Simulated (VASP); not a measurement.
# Sc2Cd (Fd-3m) in VASP: a series of runs, part 2 of 3

VASP 6.6.1.

### Step 3. Single point, PBE

This run uses another cell than the first one, of 24.23 Å³/atom.

The input, INCAR:

```
SYSTEM = Sc2Cd
ALGO = Normal ; EDIFF = 1E-6
ENCUT = 520 ; GGA = PE
ISIF = 2 ; ISMEAR = 0
LASPH = .True. ; LCHARG = .True.
LELF = .True. ; LREAL = .False.
LVHAR = .True. ; LWAVE = .False.
NBANDS = 43 ; NELM = 100
PREC = Accurate ; SIGMA = 0.1
```

The input, KPOINTS:

```
k-points
0
Gamma
  4 4 4
  0 0 0
```

The input, POSCAR:

```
Sc2Cd
1.0
    0.0000000000      4.1734548415      4.1734548415
    4.1734548415      0.0000000000      4.1734548415
    4.1734548415      4.1734548415      0.0000000000
Sc Cd
4 2
Direct
    0.6250000000      0.6250000000      0.6250000000
    0.1250000000      0.6250000000      0.6250000000
    0.6250000000      0.6250000000      0.1250000000
    0.6250000000      0.1250000000      0.6250000000
    0.0000000000      0.0000000000      0.0000000000
    0.2500000000      0.2500000000      0.2500000000
```

Potentials or basis: VASP PAW PBE potentials, release 64 (Sc_sv, Cd).

Started as:

```
> cat potpaw_PBE.64/Sc_sv/POTCAR potpaw_PBE.64/Cd/POTCAR > POTCAR
> mpirun -np 1 vasp_std > vasp.out
```

OUTCAR:

```text
SYSTEM = Sc2Cd
   EDIFF = 1E-6
   ENCUT = 520
   GGA = PE
   ISIF = 2
   ISMEAR = 0
   LASPH = .True.
   LREAL = .False.
   NELM = 100
   PREC = Accurate

 ion  position               nearest neighbor table
   1  0.625  0.625  0.625-   2 2.95   3 2.95   4 2.95   3 2.95   4 2.95   2 2.95   6 3.46   5 3.46
                             6 3.46   5 3.46   6 3.46   5 3.46
   2  0.125  0.625  0.625-   1 2.95   3 2.95   4 2.95   1 2.95   3 2.95   4 2.95   5 3.46   6 3.46
                             5 3.46   5 3.46   6 3.46   6 3.46
   3  0.625  0.625  0.125-   1 2.95   1 2.95   2 2.95   4 2.95   4 2.95   2 2.95   6 3.46   5 3.46
                             6 3.46   5 3.46   6 3.46   5 3.46
   4  0.625  0.125  0.625-   1 2.95   3 2.95   1 2.95   2 2.95   3 2.95   2 2.95   5 3.46   6 3.46
                             5 3.46   6 3.46   6 3.46   5 3.46
   5  0.000  0.000  0.000-   1 3.46   3 3.46   4 3.46   1 3.46   2 3.46   3 3.46   1 3.46   2 3.46
                             4 3.46   2 3.46   3 3.46   4 3.46   6 3.61   6 3.61   6 3.61   6 3.61
   6  0.250  0.250  0.250-   2 3.46   3 3.46   4 3.46   1 3.46   2 3.46   4 3.46   1 3.46   2 3.46
                             3 3.46   1 3.46   3 3.46   4 3.46   5 3.61   5 3.61   5 3.61   5 3.61

  LATTYP: Found a face centered cubic cell.
 ALAT       =     8.3469096830

  Lattice vectors:

 A1 = (   0.0000000000,   4.1734548415,   4.1734548415)
 A2 = (   4.1734548415,   0.0000000000,   4.1734548415)
 A3 = (   4.1734548415,   4.1734548415,   0.0000000000)

Analysis of symmetry for initial positions (statically):
=====================================================================
 Subroutine PRICEL returns:
 Original cell was already a primitive cell.

 Routine SETGRP: Setting up the symmetry group for a
 face centered cubic supercell.

 Subroutine GETGRP returns: Found 48 space group operations
 (whereof 24 operations were pure point group operations)
 out of a pool of 48 trial point group operations.

The static configuration has the point symmetry T_d .
 The point group associated with its full space group is O_h .

Analysis of symmetry for dynamics (positions and initial velocities):
[... 126 lines left out ...]
  Thomas-Fermi vector in A             =   2.403754
   LORBIT       =      0    0 simple, 1 ext, 2 COOP (PROOUT), +10 PAW based schemes
   GGA     = PE    functional components
   LHFCALC =     F    Hartree Fock is set to
   AEXX    =    0.0000 exact exchange contribution
   IVDW    =     0    specifies the selected vdW correction
   LEPSILON=     F    determine dielectric tensor
   LRPA    =     F    only Hartree local field effects (RPA)
 non-spin polarized calculation
 Gauss-broadening in eV      SIGMA  =   0.10
  energy-cutoff  :      520.00
  volume of cell :      145.38
 maximum number of plane-waves:      3928
 NGX is ok and might be reduce to    48
   NGX = 21   NGY = 21   NGZ = 21

 number of electron      68.0000000 magnetization

 Free energy of the ion-electron system (eV)
  ---------------------------------------------------
  ext. energy  EPLUGINS =         0.00000000
  ---------------------------------------------------
  free energy    TOTEN  =       -25.39158699 eV

  energy without entropy =      -25.35511898  energy(sigma->0) =      -25.37335298

 E-fermi :   3.2847     XC(G=0): -10.0558

 val. band max:        3.2836010370   @ k =   0.2500   0.2500   0.0000
 cond. band min:       3.3199913756   @ k =   0.5000   0.2500   0.0000
 fundamental gap:      0.0363903386
 Fermi energy:         3.2846610238

 k-point     1 :       0.0000    0.0000    0.0000
  band No.  band energies     occupation
      1     -46.2863      2.00000
      2     -46.1558      2.00000
      3     -46.1558      2.00000
      4     -46.1558      2.00000
      5     -25.3322      2.00000
      6     -25.0974      2.00000
[... 357 lines left out ...]
     42       4.9561      0.00000
     43       5.4180      0.00000

------------------------ aborting loop because EDIFF is reached ----------------------------------------

  FORCE on cell =-STRESS in cart. coord.  units (eV):
  Direction    XX          YY          ZZ          XY          YZ          ZX
  --------------------------------------------------------------------------------------
  -------------------------------------------------------------------------------------
  Total       -0.2973427     -0.2973427     -0.2973427     -0.0000000      0.0000000     -0.0000000
  in kB       -3.2768054     -3.2768054     -3.2768054     -0.0000000      0.0000000     -0.0000000
  external PRESSURE =      -3.2768054 kB  Pullay stress =       0.0000000 kB

 VOLUME and BASIS-vectors are now :
 -----------------------------------------------------------------------------
  energy-cutoff  :      520.00
  volume of cell :      145.38
      direct lattice vectors                 reciprocal lattice vectors
     0.000000000  4.173454841  4.173454841    -0.119804819  0.119804819  0.119804819
     4.173454841  0.000000000  4.173454841     0.119804819 -0.119804819  0.119804819
     4.173454841  4.173454841  0.000000000     0.119804819  0.119804819 -0.119804819

 POSITION                                       TOTAL-FORCE (eV/Angst)
 -----------------------------------------------------------------------------------
      5.21682      5.21682      5.21682        -0.000000      0.000000     -0.000000
      5.21682      3.13009      3.13009        -0.000000      0.000000     -0.000000
      3.13009      3.13009      5.21682         0.000000      0.000000     -0.000000
      3.13009      5.21682      3.13009        -0.000000      0.000000     -0.000000
      0.00000      0.00000      0.00000         0.000000      0.000000      0.000000
      2.08673      2.08673      2.08673        -0.000000     -0.000000     -0.000000
 -----------------------------------------------------------------------------------
    total drift:                                0.000000      0.000000     -0.000000

  FREE ENERGIE OF THE ION-ELECTRON SYSTEM (eV)
  ---------------------------------------------------
  free  energy   TOTEN  =       -25.3915869873 eV

  energy  without entropy=      -25.3551189817  energy(sigma->0) =      -25.37335298
```

OSZICAR:

```text
N       E                     dE             d eps       ncg     rms          rms(c)
DAV:   1     0.126214276448E+04    0.12621E+04   -0.31177E+04   688   0.168E+03
DAV:   2     0.139216216743E+03   -0.11229E+04   -0.10998E+04   912   0.668E+02
DAV:   3    -0.166963762137E+02   -0.15591E+03   -0.15005E+03  1196   0.276E+02
DAV:   4    -0.274475386054E+02   -0.10751E+02   -0.10496E+02  1120   0.756E+01
DAV:   5    -0.276956610898E+02   -0.24812E+00   -0.24536E+00  1096   0.137E+01    0.118E+01
DAV:   6    -0.257026575991E+02    0.19930E+01   -0.44987E+00   880   0.175E+01    0.472E+00
DAV:   7    -0.254027255040E+02    0.29993E+00   -0.97575E-01  1056   0.746E+00    0.193E+00
DAV:   8    -0.253922529995E+02    0.10473E-01   -0.58508E-02  1024   0.200E+00    0.386E-01
DAV:   9    -0.253917661782E+02    0.48682E-03   -0.12181E-02  1000   0.719E-01    0.163E-01
DAV:  10    -0.253916873217E+02    0.78856E-04   -0.48987E-03   992   0.512E-01    0.804E-02
DAV:  11    -0.253915928441E+02    0.94478E-04   -0.54060E-04  1032   0.183E-01    0.319E-02
DAV:  12    -0.253915867085E+02    0.61356E-05   -0.57988E-05   944   0.599E-02    0.840E-03
DAV:  13    -0.253915869873E+02   -0.27882E-06   -0.65486E-06   792   0.201E-02
   1 F= -.25391587E+02 E0= -.25373353E+02  d E =-.364680E-01
```

stdout:

```text
POSCAR found type information on POSCAR ScCd
 POSCAR found :  2 types and       6 ions
 scaLAPACK will be used
 LDA part: xc-table for (Slater+PW92), standard interpolation
 POSCAR, INCAR and KPOINTS ok, starting setup
 FFT: planning ... GRIDC
 FFT: planning ... GRID_SOFT
 FFT: planning ... GRID
 WAVECAR not read
 entering main loop
```

Run time: 39 s. Hardware: 1 thread of Intel Xeon 6975P-C (Granite Rapids), shared host; peak memory 0.32 GiB.

What came out:

```
Free energy            : -25.3916 eV
Pressure               : -0.3 GPa
Band gap on the k mesh : zero (bands 34 and 35 overlap by 0.42 eV)
```

Levels at points of the mesh, in eV from the Fermi level:
```csv
k point,band 32,band 33,band 34,band 35,band 36,band 37
"(0.00, 0.00, 0.00)",-0.78,-0.78,-0.78,-0.33,0.37,0.37
"(0.50, 0.00, 0.00)",-0.79,-0.59,-0.59,0.07,0.24,0.24
"(0.50, 0.50, 0.00)",-1.66,-0.05,-0.05,0.16,0.16,0.61
```

(Part 2 of 3 ends here.)

The gap in the log of VASP goes by the Fermi energy; the results here count the filled bands.